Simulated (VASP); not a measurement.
# Ga (P2_1/m) in VASP: further runs, part 2 of 2

VASP 6.6.1.

### Step 3. Single point, r2SCAN

This run uses another cell than the first one, of 17.46 Å³/atom, 1.021 times its volume.

POSCAR

```
Ga
1.0
    2.7408712373      0.0000000000      0.0000000000
    0.0000000000      3.2372572885      0.0000000000
   -1.3252743986      0.0000000000      3.9363439549
Ga
2
Direct
    0.1345962700      0.7500000000      0.7701668300
    0.8654037300      0.2500000000      0.2298331700
```

INCAR.step1

```
SYSTEM = Ga
PREC = Accurate
ENCUT = 520
ISMEAR = -1
SIGMA = 0.05
LREAL = .FALSE.
LASPH = .TRUE.
NELM = 60
NBANDS = 20
GGA = PE
ALGO = Normal
EDIFF = 1E-4
LWAVE = .TRUE.
LCHARG = .FALSE.
```

INCAR.step2

```
SYSTEM = Ga
PREC = Accurate
ENCUT = 520
EDIFF = 1E-6
ISMEAR = -1
SIGMA = 0.05
LREAL = .FALSE.
LASPH = .TRUE.
NELM = 60
ALGO = Normal
ISIF = 2
LWAVE = .FALSE.
LCHARG = .TRUE.
METAGGA = R2SCAN
LMIXTAU = .TRUE.
LELF = .TRUE.
LVHAR = .TRUE.
NBANDS = 20
ISTART = 1
```

KPOINTS

```
Automatic mesh
0
G
  10 8 7
  0 0 0
```

Potentials or basis: VASP PAW PBE potentials, release 64 (Ga_d).

Command:

```
$ cat potpaw_PBE.64/Ga_d/POTCAR > POTCAR
$ cp INCAR.step1 INCAR
$ mpirun -np 1 vasp_std > vasp.out
$ cp INCAR.step2 INCAR
$ mpirun -np 1 vasp_std > vasp.out
```

OUTCAR:

```text
SYSTEM = Ga
   PREC = Accurate
   ENCUT = 520
   EDIFF = 1E-6
   ISMEAR = -1
   LREAL = .FALSE.
   LASPH = .TRUE.
   NELM = 60
   ISIF = 2
   METAGGA = R2SCAN
   ISTART = 1

 ion  position               nearest neighbor table
   1  0.135  0.750  0.770-   2 2.67   2 2.67   2 2.78   2 2.78   2 2.80   2 2.80
   2  0.865  0.250  0.230-   1 2.67   1 2.67   1 2.78   1 2.78   1 2.80   1 2.80

  LATTYP: Found a simple monoclinic cell.
 ALAT       =     2.7408712373
 B/A-ratio  =     1.1811052064
 C/A-ratio  =     1.5153762184
 COS(beta)  =    -0.3190778872

  Lattice vectors:

 A1 = (   2.7408712373,   0.0000000000,   0.0000000000)
 A2 = (   0.0000000000,   3.2372572885,   0.0000000000)
 A3 = (  -1.3252743986,   0.0000000000,   3.9363439549)

Analysis of symmetry for initial positions (statically):
=====================================================================
 Subroutine PRICEL returns:
 Original cell was already a primitive cell.

 Routine SETGRP: Setting up the symmetry group for a
 simple monoclinic supercell.

 Subroutine GETGRP returns: Found  4 space group operations
 (whereof  2 operations were pure point group operations)
 out of a pool of  4 trial point group operations.

The static configuration has the point symmetry S_2 .
 The point group associated with its full space group is C_2h.

Analysis of symmetry for dynamics (positions and initial velocities):
=====================================================================
 Subroutine PRICEL returns:
 Original cell was already a primitive cell.

 Routine SETGRP: Setting up the symmetry group for a
 simple monoclinic supercell.

 Subroutine GETGRP returns: Found  4 space group operations
 (whereof  2 operations were pure point group operations)
 out of a pool of  4 trial point group operations.

The dynamic configuration has the point symmetry S_2 .
 The point group associated with its full space group is C_2h.

 Subroutine INISYM returns: Found  4 space group operations
 (whereof  2 operations are pure point group operations),
 and found     1 'primitive' translations

----------------------------------------------------------------------------------------

                                     Primitive cell

  volume of cell :      34.9268

  direct lattice vectors                    reciprocal lattice vectors
     2.740871237  0.000000000  0.000000000     0.364847493  0.000000000  0.122835567
     0.000000000  3.237257288  0.000000000     0.000000000  0.308903467  0.000000000
    -1.325274399  0.000000000  3.936343955     0.000000000  0.000000000  0.254042841

  length of vectors
     2.740871237  3.237257288  4.153451091     0.384970479  0.308903467  0.254042841

  position of ions in fractional coordinates (direct lattice)
     0.134596270  0.750000000  0.770166830
     0.865403730  0.250000000  0.229833170

  ion indices of the primitive-cell ions
   primitive index   ion index
                 1           1
                 2           2

----------------------------------------------------------------------------------------

 KPOINTS: Automatic mesh

Automatic generation of k-mesh.
 Grid dimensions read from file:
 generate k-points for:   10    8    7

 Generating k-lattice:

  Cartesian coordinates                     Fractional coordinates (reciprocal lattice)
     0.036484749  0.000000000  0.012283557     0.100000000  0.000000000 -0.000000000
     0.000000000  0.038612933  0.000000000     0.000000000  0.125000000  0.000000000
     0.000000000  0.000000000  0.036291834     0.000000000  0.000000000  0.142857143

  Length of vectors
     0.038497048  0.038612933  0.036291834

  Shift w.r.t. Gamma in fractional coordinates (k-lattice)
     0.000000000  0.000000000  0.000000000

 Subroutine IBZKPT returns following result:
 ===========================================

 Found    180 irreducible k-points:

 Following reciprocal coordinates:
            Coordinates               Weight
  0.000000  0.000000  0.000000      1.000000
  0.100000  0.000000 -0.000000      2.000000
  0.200000  0.000000 -0.000000      2.000000
  0.300000  0.000000  0.000000      2.000000
  0.400000  0.000000 -0.000000      2.000000
  0.500000  0.000000  0.000000      1.000000
[... 16 lines left out ...]
  0.400000  0.375000 -0.000000      4.000000
  0.500000  0.375000  0.000000      2.000000
 [... further k-points ...]
   k-points           NKPTS =    180   k-points in BZ     NKDIM =    180   number of bands    NBANDS=     20
   number of dos      NEDOS =    301   number of ions     NIONS =      2
   total plane-waves  NPLWV =  15360
   dimension x,y,z NGX =    20 NGY =   24 NGZ =   32
   dimension x,y,z NGXF=    40 NGYF=   48 NGZF=   64
   ions per type =               2
   NGX,Y,Z   is equivalent  to a cutoff of  12.13, 12.32, 12.81 a.u.
   NGXF,Y,Z  is equivalent  to a cutoff of  24.26, 24.65, 25.62 a.u.
 SYSTEM =  Ga
   PREC   = accura    normal or accurate (medium, high low for compatibility)
   ISTART =      1    job   : 0-new  1-cont  2-samecut
   ICHARG =      0    charge: 1-file 2-atom 10-const
   ISPIN  =      1    spin polarized calculation?
   LNONCOLLINEAR =      F non collinear calculations
   LSORBIT =      F    spin-orbit coupling
   LASPH  =      T    aspherical Exc in radial PAW
   ENCUT  =  520.0 eV  38.22 Ry    6.18 a.u.   5.10  6.02  7.72*2*pi/ulx,y,z
   NELM   =     60;   NELMIN=  2; NELMDL=  0     # of ELM steps
   EDIFF  = 0.1E-05   stopping-criterion for ELM
   LREAL  =      F    real-space projection
   EDIFFG = 0.1E-04   stopping-criterion for IOM
   NSW    =      0    number of steps for IOM
   IBRION =     -1    ionic relax: 0-MD 1-quasi-New 2-CG
   NFREE  =      0    steps in history (QN), initial steepest desc. (CG)
   ISIF   =      2    stress and relaxation
   ISYM   =      2    0-nonsym 1-usesym 2-fastsym
   POTIM  = 0.5000    time-step for ionic-motion
   TEBEG  =    0.0;   TEEND  =   0.0 temperature during run
   PSTRESS=    0.0 pullay stress
   NELECT =      26.0000    total number of electrons
   NUPDOWN=      -1.0000    fix difference up-down
   EMIN   =  10.00;   EMAX   =-10.00  energy-range for DOS
   EFERMI =   0.00;   METHOD = LEGACY
   ISMEAR =    -1;   SIGMA  =   0.05  broadening in eV -4-tet -1-fermi 0-gaus
   EFERMI_NEDOS =   21; number of points for ismear=-14 and -15
   IALGO  =     38    algorithm
   IMIX   =      4    mixing-type and parameters
     AMIX     =   0.40;   BMIX     =  1.00
     AMIX_MAG =   1.60;   BMIX_MAG =  1.00
  volume/ion in A,a.u.               =      17.46       117.85
  Fermi-wavevector in a.u.,A,eV,Ry     =   1.483701  2.803788 29.951429  2.201368
  Thomas-Fermi vector in A             =   2.597330
   LORBIT       =      0    0 simple, 1 ext, 2 COOP (PROOUT), +10 PAW based schemes
   METAGGA = R2SCAN    functional components
   LHFCALC =     F    Hartree Fock is set to
   AEXX    =    0.0000 exact exchange contribution
   IVDW    =     0    specifies the selected vdW correction
   LEPSILON=     F    determine dielectric tensor
   LRPA    =     F    only Hartree local field effects (RPA)
 non-spin polarized calculation
  energy-cutoff  :      520.00
  volume of cell :       34.93
 maximum number of plane-waves:       952
   NGX = 11   NGY = 13   NGZ = 15

 number of electron      26.0000029 magnetization

 Free energy of the ion-electron system (eV)
  ---------------------------------------------------
  ext. energy  EPLUGINS =         0.00000000
  ---------------------------------------------------
  free energy    TOTEN  =       -22.72356676 eV

  energy without entropy =      -22.71853418  energy(sigma->0) =      -22.72105047

 E-fermi :   6.1757     XC(G=0): -12.4975

 val. band max:        6.1757120867   @ k =  -0.3000   0.1250   0.1429
 cond. band min:       6.1900300991   @ k =   0.1000   0.1250   0.1429
 fundamental gap:      0.0143180124
 Fermi energy:         6.1757337808

 k-point     1 :       0.0000    0.0000    0.0000
  band No.  band energies     occupation
      1      -9.6625      2.00000
      2      -9.6442      2.00000
      3      -9.5848      2.00000
      4      -9.5703      2.00000
      5      -9.2702      2.00000
      6      -9.2698      2.00000
[... 12 lines left out ...]
     19      18.2140      0.00000
     20      20.0493      0.00000

 k-point     2 :       0.1000    0.0000   -0.0000
  band No.  band energies     occupation
      1      -9.6433      2.00000
      2      -9.6357      2.00000
      3      -9.5664      2.00000
      4      -9.5235      2.00000
      5      -9.2899      2.00000
      6      -9.2863      2.00000
[... 498 lines left out ...]
 k-point    24 :       0.5000    0.3750    0.0000
  band No.  band energies     occupation
      1      -9.6470      2.00000
      2      -9.5767      2.00000
      3      -9.5361      2.00000
      4      -9.5154      2.00000
      5      -9.3388      2.00000
      6      -9.2512      2.00000
[... 12 lines left out ...]
     19      17.6594      0.00000
     20      18.2761      0.00000

 [... further k-points ...]
[... 5 lines left out ...]
  --------------------------------------------------------------------------------------
  -------------------------------------------------------------------------------------
  Total        0.7716090      0.3830347      0.5531292      0.0000000      0.0000000     -0.0933703
  in kB       35.3955742     17.5707306     25.3733760      0.0000000      0.0000000     -4.2831203
  external PRESSURE =      26.1132270 kB  Pullay stress =       0.0000000 kB

 VOLUME and BASIS-vectors are now :
 -----------------------------------------------------------------------------
  energy-cutoff  :      520.00
  volume of cell :       34.93
      direct lattice vectors                 reciprocal lattice vectors
     2.740871237  0.000000000  0.000000000     0.364847493  0.000000000  0.122835567
     0.000000000  3.237257288  0.000000000     0.000000000  0.308903467  0.000000000
    -1.325274399  0.000000000  3.936343955     0.000000000  0.000000000  0.254042841

 POSITION                                       TOTAL-FORCE (eV/Angst)
 -----------------------------------------------------------------------------------
     -0.65177      2.42794      3.03164        -0.027144      0.000000     -0.072233
      2.06737      0.80931      0.90470         0.027144     -0.000000      0.072233
 -----------------------------------------------------------------------------------
    total drift:                               -0.000000      0.000000      0.000000

  FREE ENERGIE OF THE ION-ELECTRON SYSTEM (eV)
  ---------------------------------------------------
  free  energy   TOTEN  =       -22.7235667579 eV

  energy  without entropy=      -22.7185341844  energy(sigma->0) =      -22.72105047
```

Run time: 2.1 min. Hardware: 1 thread of Intel Xeon 6975P-C (Granite Rapids), shared host; peak memory 0.21 GiB.

Results:

| Item | Value |
| --- | --- |
| Free energy | -22.7236 eV |
| Pressure | 2.6 GPa |
| Largest force | 0.077 eV/Å |
| Band gap on the k mesh | zero (band 13 reaches 10.62 eV, above the bottom of band 14 at 1.61 eV) |

Forces on the atoms (eV/Å):
```
Ga  -0.027  0.000 -0.072
Ga   0.027  0.000  0.072
```

Caveat: the PAW data sets were made with another functional, which shifts forces and pressure a little.
